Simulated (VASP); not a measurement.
# ZrB2 (P6/mmm) in VASP: further runs

The runs below take ZrB2 through electric field gradients, with PBE, LDA, r2SCAN.

Program: VASP 6.6.1. These are calculated values, not measurements. Logs are shortened: lines on timing, memory, paths and dates and some standing lists are left out, and cuts for length are marked.

**1. The cell of the first run**

The structure is hexagonal, space group P6/mmm (No. 191). Conventional cell: a = 3.170 Å, b = 3.170 Å, c = 3.533 Å, α = 90.00°, β = 90.00°, γ = 120.00°. Within 3.4 Å of Zr (site symmetry 6/mmm) lie 12 B at 2.54 Å and 6 Zr at 3.17 Å. B (site symmetry -6m2) has 3 B at 1.83 Å within 2.4 Å.

**2. Electric field gradients, PBE**

File INCAR:

```
ALGO     = Normal         # electronic algorithm
EDIFF    = 1E-8           # SCF threshold, eV
ENCUT    = 520            # plane-wave cutoff, eV
GGA      = PE             # functional
ISIF     = 2              # what is computed and relaxed
ISMEAR   = -1             # smearing method
LASPH    = T              # aspherical terms in the spheres
LCHARG   = F              # write CHGCAR
LEFG     = T            
LREAL    = F              # projectors in reciprocal space
LWAVE    = F              # write WAVECAR
NBANDS   = 16             # bands
NELM     = 80             # most SCF steps
PREC     = Accurate       # precision mode
SIGMA    = 0.05           # smearing width, eV
```

File KPOINTS:

```
k-points
0
Gamma
  16 16 12
```

File POSCAR:

```
ZrB2
1.0
    3.1700000000      0.0000000000      0.0000000000
   -1.5850000000      2.7453005300      0.0000000000
    0.0000000000      0.0000000000      3.5330000000
Zr B
1 2
Direct
    0.0000000000      0.0000000000      0.0000000000
    0.3333333333      0.6666666667      0.5000000000
    0.6666666667      0.3333333333      0.5000000000
```

Potentials or basis: VASP PAW PBE potentials, release 64 (Zr_sv, B).

Run with:

```
> cat potpaw_PBE.64/Zr_sv/POTCAR potpaw_PBE.64/B/POTCAR > POTCAR
> mpirun -np 1 vasp_std > vasp.out
```

OUTCAR:

```text
EDIFF = 1E-8
   ENCUT = 520
   GGA = PE
   ISIF = 2
   ISMEAR = -1
   LASPH = T
   LREAL = F
   NELM = 80
   PREC = Accurate

 ion  position               nearest neighbor table
   1  0.000  0.000  0.000-   2 2.54   3 2.54   2 2.54   3 2.54   3 2.54   3 2.54   2 2.54   2 2.54
                             3 2.54   3 2.54   2 2.54   2 2.54
   2  0.333  0.667  0.500-   3 1.83   3 1.83   3 1.83   1 2.54   1 2.54   1 2.54   1 2.54   1 2.54
                             1 2.54
   3  0.667  0.333  0.500-   2 1.83   2 1.83   2 1.83   1 2.54   1 2.54   1 2.54   1 2.54   1 2.54
                             1 2.54

  LATTYP: Found a hexagonal cell.
 ALAT       =     3.1700000000
 C/A-ratio  =     1.1145110410

  Lattice vectors:

 A1 = (   3.1700000000,   0.0000000000,   0.0000000000)
 A2 = (  -1.5850000000,   2.7453005300,   0.0000000000)
 A3 = (   0.0000000000,   0.0000000000,   3.5330000000)

Analysis of symmetry for initial positions (statically):
=====================================================================
 Subroutine PRICEL returns:
 Original cell was already a primitive cell.

 Routine SETGRP: Setting up the symmetry group for a
 hexagonal supercell.

 Subroutine GETGRP returns: Found 24 space group operations
 (whereof 24 operations were pure point group operations)
 out of a pool of 24 trial point group operations.

The static configuration has the point symmetry D_6h.

Analysis of symmetry for dynamics (positions and initial velocities):
=====================================================================
 Subroutine PRICEL returns:
 Original cell was already a primitive cell.

 Routine SETGRP: Setting up the symmetry group for a
 hexagonal supercell.

 Subroutine GETGRP returns: Found 24 space group operations
 (whereof 24 operations were pure point group operations)
 out of a pool of 24 trial point group operations.

The dynamic configuration has the point symmetry D_6h.

 Subroutine INISYM returns: Found 24 space group operations
 (whereof 24 operations are pure point group operations),
 and found     1 'primitive' translations

----------------------------------------------------------------------------------------

                                     Primitive cell

  volume of cell :      30.7463

  direct lattice vectors                    reciprocal lattice vectors
     3.170000000  0.000000000  0.000000000     0.315457413  0.182129422  0.000000000
    -1.585000000  2.745300530  0.000000000     0.000000000  0.364258845  0.000000000
     0.000000000  0.000000000  3.533000000     0.000000000  0.000000000  0.283045570

  length of vectors
     3.170000000  3.170000000  3.533000000     0.364258845  0.364258845  0.283045570

  position of ions in fractional coordinates (direct lattice)
     0.000000000  0.000000000  0.000000000
     0.333333333  0.666666667  0.500000000
     0.666666667  0.333333333  0.500000000

  ion indices of the primitive-cell ions
   primitive index   ion index
                 1           1
                 2           2
                 3           3

----------------------------------------------------------------------------------------

 KPOINTS: k-points

Automatic generation of k-mesh.
 Grid dimensions read from file:
 generate k-points for:   16   16   12

 Generating k-lattice:

  Cartesian coordinates                     Fractional coordinates (reciprocal lattice)
     0.019716088  0.011383089  0.000000000     0.062500000  0.000000000  0.000000000
     0.000000000  0.022766178  0.000000000     0.000000000  0.062500000  0.000000000
     0.000000000  0.000000000  0.023587131     0.000000000  0.000000000  0.083333333

  Length of vectors
     0.022766178  0.022766178  0.023587131

  Shift w.r.t. Gamma in fractional coordinates (k-lattice)
     0.000000000  0.000000000  0.000000000

 Subroutine IBZKPT returns following result:
 ===========================================

 Found    210 irreducible k-points:

 Following reciprocal coordinates:
            Coordinates               Weight
  0.000000  0.000000  0.000000      1.000000
  0.062500  0.000000  0.000000      6.000000
  0.125000  0.000000  0.000000      6.000000
  0.187500  0.000000  0.000000      6.000000
  0.250000  0.000000  0.000000      6.000000
  0.312500  0.000000  0.000000      6.000000
[... 16 lines left out ...]
  0.187500  0.187500  0.000000      6.000000
  0.250000  0.187500  0.000000     12.000000
 [... further k-points ...]
   k-points           NKPTS =    210   k-points in BZ     NKDIM =    210   number of bands    NBANDS=     16
   number of dos      NEDOS =    301   number of ions     NIONS =      3
   total plane-waves  NPLWV =  16128
   dimension x,y,z NGX =    24 NGY =   24 NGZ =   28
   dimension x,y,z NGXF=    48 NGYF=   48 NGZF=   56
   ions per type =               1   2
   NGX,Y,Z   is equivalent  to a cutoff of  12.59, 12.59, 13.18 a.u.
   NGXF,Y,Z  is equivalent  to a cutoff of  25.17, 25.17, 26.35 a.u.
 SYSTEM =  unknown system
   PREC   = accura    normal or accurate (medium, high low for compatibility)
   ISTART =      0    job   : 0-new  1-cont  2-samecut
   ICHARG =      2    charge: 1-file 2-atom 10-const
   ISPIN  =      1    spin polarized calculation?
   LNONCOLLINEAR =      F non collinear calculations
   LSORBIT =      F    spin-orbit coupling
   LASPH  =      T    aspherical Exc in radial PAW
   ENCUT  =  520.0 eV  38.22 Ry    6.18 a.u.   5.89  5.89  6.57*2*pi/ulx,y,z
   NELM   =     80;   NELMIN=  2; NELMDL= -5     # of ELM steps
   EDIFF  = 0.1E-07   stopping-criterion for ELM
   LREAL  =      F    real-space projection
   EDIFFG = 0.1E-06   stopping-criterion for IOM
   NSW    =      0    number of steps for IOM
   IBRION =     -1    ionic relax: 0-MD 1-quasi-New 2-CG
   NFREE  =      0    steps in history (QN), initial steepest desc. (CG)
   ISIF   =      2    stress and relaxation
   ISYM   =      2    0-nonsym 1-usesym 2-fastsym
   POTIM  = 0.5000    time-step for ionic-motion
   TEBEG  =    0.0;   TEEND  =   0.0 temperature during run
   PSTRESS=    0.0 pullay stress
   NELECT =      18.0000    total number of electrons
   NUPDOWN=      -1.0000    fix difference up-down
   EMIN   =  10.00;   EMAX   =-10.00  energy-range for DOS
   EFERMI =   0.00;   METHOD = LEGACY
   ISMEAR =    -1;   SIGMA  =   0.05  broadening in eV -4-tet -1-fermi 0-gaus
   EFERMI_NEDOS =   21; number of points for ismear=-14 and -15
   IALGO  =     38    algorithm
   IMIX   =      4    mixing-type and parameters
     AMIX     =   0.40;   BMIX     =  1.00
     AMIX_MAG =   1.60;   BMIX_MAG =  1.00
  volume/ion in A,a.u.               =      10.25        69.16
  Fermi-wavevector in a.u.,A,eV,Ry     =   1.369519  2.588016 25.518847  1.875582
  Thomas-Fermi vector in A             =   2.495387
   LORBIT       =      0    0 simple, 1 ext, 2 COOP (PROOUT), +10 PAW based schemes
   GGA     = PE    functional components
   LHFCALC =     F    Hartree Fock is set to
   AEXX    =    0.0000 exact exchange contribution
   IVDW    =     0    specifies the selected vdW correction
   LEPSILON=     F    determine dielectric tensor
   LRPA    =     F    only Hartree local field effects (RPA)
 non-spin polarized calculation
  energy-cutoff  :      520.00
  volume of cell :       30.75
 maximum number of plane-waves:       844
 NGX is ok and might be reduce to    24
   NGX = 11   NGY = 11   NGZ = 13

 number of electron      18.0000000 magnetization

 Free energy of the ion-electron system (eV)
  ---------------------------------------------------
  ext. energy  EPLUGINS =         0.00000000
  ---------------------------------------------------
  free energy    TOTEN  =       -24.97945262 eV

  energy without entropy =      -24.97722125  energy(sigma->0) =      -24.97833694

 E-fermi :  10.5495     XC(G=0): -12.4434

 val. band max:       10.5349414789   @ k =   0.1875   0.1875   0.0833
 cond. band min:      10.5858816502   @ k =   0.0625   0.0625   0.4167
 fundamental gap:      0.0509401713
 Fermi energy:        10.5494571692

 k-point     1 :       0.0000    0.0000    0.0000
  band No.  band energies     occupation
      1     -38.1041      2.00000
      2     -16.2918      2.00000
      3     -15.7373      2.00000
      4     -15.7373      2.00000
      5      -2.2050      2.00000
      6       7.8950      2.00000
[... 8 lines left out ...]
     15      15.6692      0.00000
     16      15.6692      0.00000
[... 419 lines left out ...]
 k-point    24 :       0.2500    0.1875    0.0000
  band No.  band energies     occupation
      1     -38.0013      2.00000
      2     -16.4669      2.00000
      3     -16.1381      2.00000
      4     -16.0439      2.00000
      5       0.3129      2.00000
      6       4.0993      2.00000
[... 8 lines left out ...]
     15      18.0301      0.00000
     16      20.0728      0.00000

 [... further k-points ...]
[... 5 lines left out ...]
  --------------------------------------------------------------------------------------
  -------------------------------------------------------------------------------------
  Total        0.1264148      0.1264148      0.2651386      0.0000000      0.0000000      0.0000000
  in kB        6.5874255      6.5874255     13.8162700      0.0000000      0.0000000      0.0000000
  external PRESSURE =       8.9970403 kB  Pullay stress =       0.0000000 kB

 VOLUME and BASIS-vectors are now :
 -----------------------------------------------------------------------------
  energy-cutoff  :      520.00
  volume of cell :       30.75
      direct lattice vectors                 reciprocal lattice vectors
     3.170000000  0.000000000  0.000000000     0.315457413  0.182129422  0.000000000
    -1.585000000  2.745300530  0.000000000     0.000000000  0.364258845  0.000000000
     0.000000000  0.000000000  3.533000000     0.000000000  0.000000000  0.283045570

 POSITION                                       TOTAL-FORCE (eV/Angst)
 -----------------------------------------------------------------------------------
      0.00000      0.00000      0.00000         0.000000      0.000000      0.000000
     -0.00000      1.83020      1.76650        -0.000000      0.000000      0.000000
      1.58500      0.91510      1.76650         0.000000     -0.000000      0.000000
 -----------------------------------------------------------------------------------
    total drift:                               -0.000000      0.000000     -0.000000

  FREE ENERGIE OF THE ION-ELECTRON SYSTEM (eV)
  ---------------------------------------------------
  free  energy   TOTEN  =       -24.9794526240 eV

  energy  without entropy=      -24.9772212536  energy(sigma->0) =      -24.97833694

 Electric field gradients (V/A^2)
---------------------------------------------------------------------
 ion       V_xx      V_yy      V_zz      V_xy      V_xz      V_yz
---------------------------------------------------------------------
   1     -20.851   -20.851    41.702    -0.000     0.000    -0.000
   2      -0.929    -0.929     1.858    -0.000     0.000    -0.000
   3      -0.929    -0.929     1.858    -0.000    -0.000     0.000
---------------------------------------------------------------------

 Electric field gradients after diagonalization (V/A^2)
 (convention: |V_zz| > |V_xx| > |V_yy|)
----------------------------------------------------------------------
 ion       V_xx      V_yy      V_zz     asymmetry (V_yy - V_xx)/ V_zz
----------------------------------------------------------------------
   1     -20.851   -20.851    41.702       0.000
   2      -0.929    -0.929     1.858       0.000
   3      -0.929    -0.929     1.858       0.000
----------------------------------------------------------------------

           NMR quadrupolar parameters

 Cq : quadrupolar parameter    Cq=e*Q*V_zz/h
 eta: asymmetry parameters     (V_yy - V_xx)/ V_zz
 Q  : nuclear electric quadrupole moment in mb (millibarn)
----------------------------------------------------------------------
 ion       Cq(MHz)       eta       Q (mb)
----------------------------------------------------------------------
   1       0.101       0.000       1.000
   2       0.004       0.000       1.000
   3       0.004       0.000       1.000
----------------------------------------------------------------------
```

Run time: 35 s. Hardware: 1 thread of Intel Xeon 6975P-C (Granite Rapids), shared host; peak memory 0.22 GiB.

What came out:

- Free energy: -24.9795 eV
- Pressure: 0.9 GPa
- Band gap on the k mesh: zero (band 9 reaches 11.29 eV, above the bottom of band 10 at 10.13 eV)

Electric field gradients, principal values (V/Å²):
| atom | least | middle | greatest (by size) |
| --- | --- | --- | --- |
| 1 Zr | -20.851 | -20.851 | 41.702 |
| 2 B | -0.929 | -0.929 | 1.858 |
| 3 B | -0.929 | -0.929 | 1.858 |

Caveat: without QUAD_EFG the Cq values of the log hold for a quadrupole moment of 1 mb, not for the nuclei.

(Continued in part 2 of 3.)
